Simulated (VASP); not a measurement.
BaSr3:

```
Ba Sr
1.0
     0.00000    4.87503    4.87503
     4.87503    0.00000    4.87503
     4.87503    4.87503    0.00000
Ba Sr
1 3
Direct
  0.00000 0.00000 0.00000
  0.25000 0.25000 0.25000
  0.75000 0.75000 0.75000
  0.50000 0.50000 0.50000
```

Base run:

* Program: VASP 6.6.1
* Functional: LDA
* Potentials or basis: VASP PAW LDA potentials, release 64 (Ba_sv, Sr_sv)
* Cutoff: 520 eV
* k mesh: 4 × 4 × 4
* Occupations: gaussian, width 0.01 eV
* Spin: no spin polarisation

Its results: band gap on the k mesh zero (band 20 reaches 1.52 eV, above the bottom of band 21 at 1.38 eV); pressure -1.7 GPa.

Q: The run is repeated on the same cell with these changes: k mesh from 4 × 4 × 4 to 2 × 2 × 2; further incar settings from ALGO = Normal; EDIFF = 1e-06; NBANDS = 28 to ALGO = Normal; EDIFF = 1e-07; NBANDS = 28. What comes out?

A: Band gap on the k mesh zero (filled and empty bands touch); pressure -2.3 GPa.

Caveats: some runs use coarse meshes; spin-orbit coupling is left out, which moves the levels of the heavy elements.
